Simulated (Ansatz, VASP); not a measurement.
HfGa2Te3 in VASP and in Ansatz

The input INCAR:

```
SYSTEM = HfGa2Te3
PREC = Accurate ; ENCUT = 600
EDIFF = 1E-6 ; ISMEAR = 0
SIGMA = 0.1 ; LREAL = .False.
LASPH = .True. ; NELM = 60
ALGO = Normal ; ISIF = 3
LWAVE = .False. ; LCHARG = .False.
GGA = PE ; IBRION = 2
NSW = 90 ; EDIFFG = -0.04
```

Contents of KPOINTS:

```
Automatic mesh
0
Gamma
  3 3 4
  0 0 0
```

Contents of POSCAR:

```
HfGa2Te3
1.0
    6.7428244900      0.0000000000      0.0000000000
   -3.3714122400      5.8394573000      0.0000000000
    0.0000000000      0.0000000000      3.9069857800
Hf Ga Te
1 2 3
Direct
    0.0000000000      0.0000000000      0.5000000000
    0.6666666700      0.3333333300      0.5000000000
    0.3333333300      0.6666666700      0.5000000000
    0.0000000000      0.5000000000      0.0000000000
    0.5000000000      0.5000000000      0.0000000000
    0.5000000000      0.0000000000      0.0000000000
```

Input for Ansatz:

```yaml
crystal:
  lattice:
    - [6.74282449, 0.0, 0.0]
    - [-3.37141224, 5.8394573, 0.0]
    - [0.0, 0.0, 3.90698578]
  atoms:
    - { symbol: Hf, position: [0.0, 0.0, 0.5] }
    - { symbol: Ga, position: [0.66666667, 0.33333333, 0.5] }
    - { symbol: Ga, position: [0.33333333, 0.66666667, 0.5] }
    - { symbol: Te, position: [0.0, 0.5, 0.0] }
    - { symbol: Te, position: [0.5, 0.5, 0.0] }
    - { symbol: Te, position: [0.5, 0.0, 0.0] }
basis:
  ecutwfc: 420
kpoints:
  mp_grid: { grid: [3, 3, 4] }
hamiltonian:
  xc: pbe
scf:
  occupations: { method: gaussian, width: 0.1 }
  lower_state_search: "off"
output:
  forces: true
  stress: true
  eigenvalues: true
relax:
  adjacent_minimum: "off"
  f_tol: 0.04
  max_steps: 70
  cell: { stress_tol: 0.4 }
```

Change from the starting cell: species swapped into the TbB2Ir3 type (P6/mmm, No. 191).

Alike in both runs: task relaxation of cell and atoms; functional PBE; k mesh 3 × 3 × 4; occupations gaussian, width 0.1 eV; no spin polarisation.

|  | VASP | Ansatz |
| --- | --- | --- |
| version | VASP 6.6.1 | Ansatz 0.2.0 |
| potentials or method | VASP PAW PBE potentials, release 64 (Hf_pv, Ga_d, Te), cutoff 600 eV | scalar-relativistic, plane waves, PAW |
| valence electrons in the cell | 54 | 100 |

```tsv
	VASP	Ansatz	Ansatz less VASP
gap on the k mesh at the Fermi level, each at its own relaxed structure (eV)	none	none	-
relaxed volume (Å³/atom)	27.48	27.96	+0.484
relaxed length of the cell vector where the two differ most in proportion (Å)	4.178	4.099	-0.0793
```

A gap of «none» marks a metal or a gap that the smearing closes. VASP's potentials hold 54 valence electrons a cell and Ansatz's 100, so a difference there can come from the potentials and not from the codes.

The k mesh is coarse, so the values compare programs but aren't converged. Neither program's run includes spin-orbit coupling.
